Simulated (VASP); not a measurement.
# Os in VASP: notebook

Os is run at these levels: PBE; tasks: electric field gradients.

Program: VASP 6.6.1. These are calculated values, not measurements. Logs are shortened: lines on timing, memory, paths and dates and some standing lists are left out, and cuts for length are marked.

## 1. The cell of the first run

It takes space group P6_3/mmc (No. 194, hexagonal). The conventional cell has a = 2.757 Å, b = 2.757 Å, c = 4.355 Å, α = 90.00°, β = 90.00°, γ = 120.00°. Within 3.6 Å of Os (site symmetry -6m2) lie 12 Os at 2.70 to 2.76 Å.

## 2. Electric field gradients, PBE (14.33 Å³/atom)

Input file INCAR:

```
SYSTEM = Os
PREC = Accurate ; ENCUT = 520
EDIFF = 1E-8 ; ISMEAR = -1
SIGMA = 0.05 ; LREAL = .False.
LASPH = .True. ; NELM = 80
ALGO = Normal ; ISIF = 2
LWAVE = .False. ; LCHARG = .False.
GGA = PE ; LEFG = .True.
NBANDS = 15
```

Input file KPOINTS:

```
regular mesh
0
Gamma
  15 15 9
  0 0 0
```

Input file POSCAR:

```
Os
1.0
    2.7566968678      0.0000000000      0.0000000000
   -1.3783484340      2.3873695181      0.0000000000
    0.0000000000      0.0000000000      4.3554016190
Os
2
Direct
    0.3333333333      0.6666666667      0.2500000000
    0.6666666667      0.3333333333      0.7500000000
```

Potentials or basis: VASP PAW PBE potentials, release 64 (Os).

Started as:

```console
$ cat potpaw_PBE.64/Os/POTCAR > POTCAR
$ mpirun -np 1 vasp_std > vasp.out
```

OUTCAR:

```text
SYSTEM = Os
   PREC = Accurate
   ENCUT = 520
   EDIFF = 1E-8
   ISMEAR = -1
   LREAL = .False.
   LASPH = .True.
   NELM = 80
   ISIF = 2
   GGA = PE

 ion  position               nearest neighbor table
   1  0.333  0.667  0.250-   2 2.70   2 2.70   2 2.70   2 2.70   2 2.70   2 2.70
   2  0.667  0.333  0.750-   1 2.70   1 2.70   1 2.70   1 2.70   1 2.70   1 2.70

  LATTYP: Found a hexagonal cell.
 ALAT       =     2.7566968678
 C/A-ratio  =     1.5799349105

  Lattice vectors:

 A1 = (   2.7566968678,   0.0000000000,   0.0000000000)
 A2 = (  -1.3783484340,   2.3873695181,   0.0000000000)
 A3 = (   0.0000000000,   0.0000000000,   4.3554016190)

Analysis of symmetry for initial positions (statically):
=====================================================================
 Subroutine PRICEL returns:
 Original cell was already a primitive cell.

 Routine SETGRP: Setting up the symmetry group for a
 hexagonal supercell.

 Subroutine GETGRP returns: Found 24 space group operations
 (whereof 12 operations were pure point group operations)
 out of a pool of 24 trial point group operations.

The static configuration has the point symmetry D_3d.
 The point group associated with its full space group is D_6h.

Analysis of symmetry for dynamics (positions and initial velocities):
=====================================================================
 Subroutine PRICEL returns:
 Original cell was already a primitive cell.

 Routine SETGRP: Setting up the symmetry group for a
 hexagonal supercell.

 Subroutine GETGRP returns: Found 24 space group operations
 (whereof 12 operations were pure point group operations)
 out of a pool of 24 trial point group operations.

The dynamic configuration has the point symmetry D_3d.
 The point group associated with its full space group is D_6h.

 Subroutine INISYM returns: Found 24 space group operations
 (whereof 12 operations are pure point group operations),
 and found     1 'primitive' translations

----------------------------------------------------------------------------------------

                                     Primitive cell

  volume of cell :      28.6640

  direct lattice vectors                    reciprocal lattice vectors
     2.756696868  0.000000000  0.000000000     0.362752979  0.209435530  0.000000000
    -1.378348434  2.387369518  0.000000000     0.000000000  0.418871060  0.000000000
     0.000000000  0.000000000  4.355401619     0.000000000  0.000000000  0.229599951

  length of vectors
     2.756696868  2.756696868  4.355401619     0.418871060  0.418871060  0.229599951

  position of ions in fractional coordinates (direct lattice)
     0.333333333  0.666666667  0.250000000
     0.666666667  0.333333333  0.750000000

  ion indices of the primitive-cell ions
   primitive index   ion index
                 1           1
                 2           2

----------------------------------------------------------------------------------------

 KPOINTS: regular mesh

Automatic generation of k-mesh.
 Grid dimensions read from file:
 generate k-points for:   15   15    9

 Generating k-lattice:

  Cartesian coordinates                     Fractional coordinates (reciprocal lattice)
     0.024183532  0.013962369  0.000000000     0.066666667  0.000000000  0.000000000
     0.000000000  0.027924737  0.000000000     0.000000000  0.066666667  0.000000000
     0.000000000  0.000000000  0.025511106     0.000000000  0.000000000  0.111111111

  Length of vectors
     0.027924737  0.027924737  0.025511106

  Shift w.r.t. Gamma in fractional coordinates (k-lattice)
     0.000000000  0.000000000  0.000000000
[... 37 lines left out ...]
   dimension x,y,z NGXF=    48 NGYF=   48 NGZF=   64
   ions per type =               2
   NGX,Y,Z   is equivalent  to a cutoff of  14.47, 14.47, 12.21 a.u.
   NGXF,Y,Z  is equivalent  to a cutoff of  28.95, 28.95, 24.43 a.u.
 SYSTEM =  Os
   PREC   = accura    normal or accurate (medium, high low for compatibility)
   ISTART =      0    job   : 0-new  1-cont  2-samecut
   ICHARG =      2    charge: 1-file 2-atom 10-const
   ISPIN  =      1    spin polarized calculation?
   LNONCOLLINEAR =      F non collinear calculations
   LSORBIT =      F    spin-orbit coupling
   LASPH  =      T    aspherical Exc in radial PAW
   ENCUT  =  520.0 eV  38.22 Ry    6.18 a.u.   5.13  5.13  8.10*2*pi/ulx,y,z
   NELM   =     80;   NELMIN=  2; NELMDL= -5     # of ELM steps
   EDIFF  = 0.1E-07   stopping-criterion for ELM
   LREAL  =      F    real-space projection
   EDIFFG = 0.1E-06   stopping-criterion for IOM
   NSW    =      0    number of steps for IOM
   IBRION =     -1    ionic relax: 0-MD 1-quasi-New 2-CG
   NFREE  =      0    steps in history (QN), initial steepest desc. (CG)
   ISIF   =      2    stress and relaxation
   ISYM   =      2    0-nonsym 1-usesym 2-fastsym
   POTIM  = 0.5000    time-step for ionic-motion
   TEBEG  =    0.0;   TEEND  =   0.0 temperature during run
   PSTRESS=    0.0 pullay stress
   NELECT =      16.0000    total number of electrons
   NUPDOWN=      -1.0000    fix difference up-down
   EMIN   =  10.00;   EMAX   =-10.00  energy-range for DOS
   EFERMI =   0.00;   METHOD = LEGACY
   ISMEAR =    -1;   SIGMA  =   0.05  broadening in eV -4-tet -1-fermi 0-gaus
   EFERMI_NEDOS =   21; number of points for ismear=-14 and -15
   IALGO  =     38    algorithm
   IMIX   =      4    mixing-type and parameters
     AMIX     =   0.40;   BMIX     =  1.00
     AMIX_MAG =   1.60;   BMIX_MAG =  1.00
  volume/ion in A,a.u.               =      14.33        96.72
  Fermi-wavevector in a.u.,A,eV,Ry     =   1.347936  2.547229 24.720845  1.816931
  Thomas-Fermi vector in A             =   2.475646
   LORBIT       =      0    0 simple, 1 ext, 2 COOP (PROOUT), +10 PAW based schemes
   GGA     = PE    functional components
   LHFCALC =     F    Hartree Fock is set to
   AEXX    =    0.0000 exact exchange contribution
   IVDW    =     0    specifies the selected vdW correction
   LEPSILON=     F    determine dielectric tensor
   LRPA    =     F    only Hartree local field effects (RPA)
 non-spin polarized calculation
  energy-cutoff  :      520.00
  volume of cell :       28.66
 maximum number of plane-waves:       783
 NGX is ok and might be reduce to    24
   NGX = 11   NGY = 11   NGZ = 17

 number of electron      15.9999999 magnetization

 Free energy of the ion-electron system (eV)
  ---------------------------------------------------
  ext. energy  EPLUGINS =         0.00000000
  ---------------------------------------------------
  free energy    TOTEN  =       -22.50708589 eV

  energy without entropy =      -22.49845656  energy(sigma->0) =      -22.50277123

 E-fermi :   9.0944     XC(G=0): -13.9181

 val. band max:        9.0940865279   @ k =   0.1333  -0.0000   0.3333
 cond. band min:       9.1289876541   @ k =   0.0000   0.0000   0.0000
 fundamental gap:      0.0349011262
 Fermi energy:         9.0943517172

 k-point     1 :       0.0000    0.0000    0.0000
  band No.  band energies     occupation
      1      -1.6205      2.00000
      2       1.5392      2.00000
      3       6.1565      2.00000
      4       6.1565      2.00000
      5       6.4001      2.00000
      6       6.9645      2.00000
      7       6.9645      2.00000
      8       7.5935      2.00000
      9       7.5935      2.00000
     10       9.1290      0.66686
     11      10.7287      0.00000
     12      10.7287      0.00000
     13      17.8885      0.00000
     14      23.1448      0.00000
[... 401 lines left out ...]
      2       3.1897      2.00000
      3       3.1942      2.00000
      4       5.2230      2.00000
      5       5.5446      2.00000
      6       6.2573      2.00000
      7       7.5181      2.00000
      8      10.4764      0.00000
      9      11.0555      0.00000
     10      11.2504      0.00000
     11      14.0149      0.00000
     12      14.6571      0.00000
     13      17.2314      0.00000
     14      20.2038      0.00000
     15      22.6385      0.00000

 [... further k-points ...]

------------------------ aborting loop because EDIFF is reached ----------------------------------------

  FORCE on cell =-STRESS in cart. coord.  units (eV):
  Direction    XX          YY          ZZ          XY          YZ          ZX
  --------------------------------------------------------------------------------------
  -------------------------------------------------------------------------------------
  Total       -0.3202973     -0.3202973     -0.3072790      0.0000000      0.0000000      0.0000000
  in kB      -17.9030493    -17.9030493    -17.1753908      0.0000000      0.0000000      0.0000000
  external PRESSURE =     -17.6604965 kB  Pullay stress =       0.0000000 kB

 VOLUME and BASIS-vectors are now :
 -----------------------------------------------------------------------------
  energy-cutoff  :      520.00
  volume of cell :       28.66
      direct lattice vectors                 reciprocal lattice vectors
     2.756696868  0.000000000  0.000000000     0.362752979  0.209435530  0.000000000
    -1.378348434  2.387369518  0.000000000     0.000000000  0.418871060  0.000000000
     0.000000000  0.000000000  4.355401619     0.000000000  0.000000000  0.229599951

 POSITION                                       TOTAL-FORCE (eV/Angst)
 -----------------------------------------------------------------------------------
     -0.00000      1.59158      1.08885         0.000000     -0.000000      0.000000
      1.37835      0.79579      3.26655        -0.000000      0.000000      0.000000
 -----------------------------------------------------------------------------------
    total drift:                                0.000000     -0.000000     -0.000000

  FREE ENERGIE OF THE ION-ELECTRON SYSTEM (eV)
  ---------------------------------------------------
  free  energy   TOTEN  =       -22.5070858906 eV

  energy  without entropy=      -22.4984565624  energy(sigma->0) =      -22.50277123

 Electric field gradients (V/A^2)
---------------------------------------------------------------------
 ion       V_xx      V_yy      V_zz      V_xy      V_xz      V_yz
---------------------------------------------------------------------
   1      37.875    37.875   -75.749     0.000     0.000    -0.000
   2      37.875    37.875   -75.749     0.000    -0.000     0.000
---------------------------------------------------------------------

 Electric field gradients after diagonalization (V/A^2)
 (convention: |V_zz| > |V_xx| > |V_yy|)
----------------------------------------------------------------------
 ion       V_xx      V_yy      V_zz     asymmetry (V_yy - V_xx)/ V_zz
----------------------------------------------------------------------
   1      37.875    37.875   -75.749       0.000
   2      37.875    37.875   -75.749       0.000
----------------------------------------------------------------------

           NMR quadrupolar parameters

 Cq : quadrupolar parameter    Cq=e*Q*V_zz/h
 eta: asymmetry parameters     (V_yy - V_xx)/ V_zz
 Q  : nuclear electric quadrupole moment in mb (millibarn)
----------------------------------------------------------------------
 ion       Cq(MHz)       eta       Q (mb)
----------------------------------------------------------------------
   1      -0.183       0.000       1.000
   2      -0.183       0.000       1.000
----------------------------------------------------------------------
```

Wall time 41 s (1 thread of Intel Xeon Platinum 8259CL at 2.50GHz (Skylake/Cascade Lake), shared host); peak memory 0.18 GiB.

Results:

```
Free energy                             : -22.5071 eV
Pressure                                : -1.8 GPa
Band gap on the k mesh                  : zero (bands 8 and 9 overlap by 3.67 eV)
Largest electric field gradient by atom : Os -75.7 V/Å²
```

Levels at points of the mesh, in eV from the Fermi level:
| k point | band 5 | band 6 | band 7 | band 8 | band 9 | band 10 | band 11 | band 12 |
| --- | --- | --- | --- | --- | --- | --- | --- | --- |
| (0.00, 0.00, 0.00) | -2.69 | -2.13 | -2.13 | -1.50 | -1.50 | 0.03 | 1.63 | 1.63 |

Electric field gradients, principal values (V/Å²):
| atom | least | middle | greatest (by size) |
| --- | --- | --- | --- |
| 1 Os | 37.875 | 37.875 | -75.749 |
| 2 Os | 37.875 | 37.875 | -75.749 |

Caveat: without QUAD_EFG the Cq values of the log hold for a quadrupole moment of 1 mb, not for the nuclei; spin-orbit coupling is left out, which moves the levels of the heavy elements.

(Continued in part 2 of 2.)

The gap in the log of VASP goes by the Fermi energy; the results here count the filled bands.